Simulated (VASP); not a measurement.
CdS5, 6 atoms in the cell. It takes space group P6/mmm (No. 191, hexagonal). Conventional cell: a = 8.099 Å, b = 8.099 Å, c = 2.645 Å, α = 90.00°, β = 90.00°, γ = 120.00°. Within 3.5 Å of Cd (site symmetry 6/mmm) lie 2 Cd at 2.65 Å. Within 3.1 Å of S (site symmetry mmm) lie 4 S at 2.34 to 2.65 Å. Within 3.1 Å of S (site symmetry -6m2) lie 5 S at 2.34 to 2.65 Å. The cell was built from a structure type or drawn by symmetry, and may not be a known phase.

- Program: VASP 6.6.1
- Task: single point
- Functional: PBE
- Potentials or basis: VASP PAW PBE potentials, release 64 (Cd, S)
- Cutoff: 520 eV
- k mesh: 6 × 6 × 14
- Occupations: gaussian, width 0.1 eV
- Spin: no spin polarisation
- Dipole correction: no
- Further INCAR settings: ALGO = Normal; EDIFF = 1e-06; NBANDS = 30

Potentials or basis: VASP PAW PBE potentials, release 64 (Cd, S).

The run is started by

```bash
$ cat potpaw_PBE.64/Cd/POTCAR potpaw_PBE.64/S/POTCAR > POTCAR
$ mpirun -np 1 vasp_std > vasp.out
```

Hardware: 1 thread of Intel(R) Xeon(R) 6975P-C (Granite Rapids) (shared host).

Problem. Estimate the wall time of this run.

Solution. It took 98 s on 1 thread of Intel(R) Xeon(R) 6975P-C (Granite Rapids) (shared host), peak memory 0.37 GiB. Counts: scf iterations 14, k points 56.
